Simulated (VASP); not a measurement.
Runs of VASP 6.6.1 on Al. The structure is that of space group P6/mmm (No. 191), or close to it. The cells are those of the table. This isn't the form of Al at room conditions, which is fcc.

```tsv
task	cell	k mesh	cutoff (eV)	gap on the mesh (eV)	pressure (GPa)
single point	a = 4.782, b = 4.782, c = 2.960 Å, angles 90.0, 90.0, 120.0°, 3 atoms	9 × 9 × 12	520	none	-5.9
single point	a = 4.725, b = 4.725, c = 2.924 Å, angles 90.0, 90.0, 120.0°, 3 atoms	9 × 9 × 12	520	none	-4.3
relaxation of cell and atoms	relaxed from a = 4.544, b = 4.544, c = 2.785 Å, angles 90.0, 90.0, 120.0°, 3 atoms	8 × 8 × 11	600	none	-0.1
single point	a = 4.605, b = 4.605, c = 2.850 Å, angles 90.0, 90.0, 120.0°, 3 atoms	8 × 8 × 11	520	none	-0.1
single point	a = 4.479, b = 4.479, c = 2.772 Å, angles 90.0, 90.0, 120.0°, 3 atoms	9 × 9 × 12	520	none	6.6
single point	a = 4.605, b = 4.605, c = 2.850 Å, angles 90.0, 90.0, 120.0°, 3 atoms	9 × 9 × 12	520	none	(b)
single point	a = 4.605, b = 4.605, c = 2.850 Å, angles 90.0, 90.0, 120.0°, 3 atoms	11 × 11 × 15	520	none	-0.2
single point	a = 4.666, b = 4.666, c = 2.888 Å, angles 90.0, 90.0, 120.0°, 3 atoms	9 × 9 × 12	520	none	(a)
```

Alike in all rows: level revPBE; potentials or basis VASP PAW PBE potentials, release 64 (Al); no spin polarisation; smearing fermi-dirac 0.1 eV.

Problem. Estimate the missing entries.

Solution. (a) -2.4; (b) 0.0.

Caveats: the PAW data sets were made with another functional, which shifts forces and pressure a little; the cell stands under tension (at least some runs); the cell stands under pressure (at least some runs).

A gap of «none» marks levels without a gap at the run's occupations.
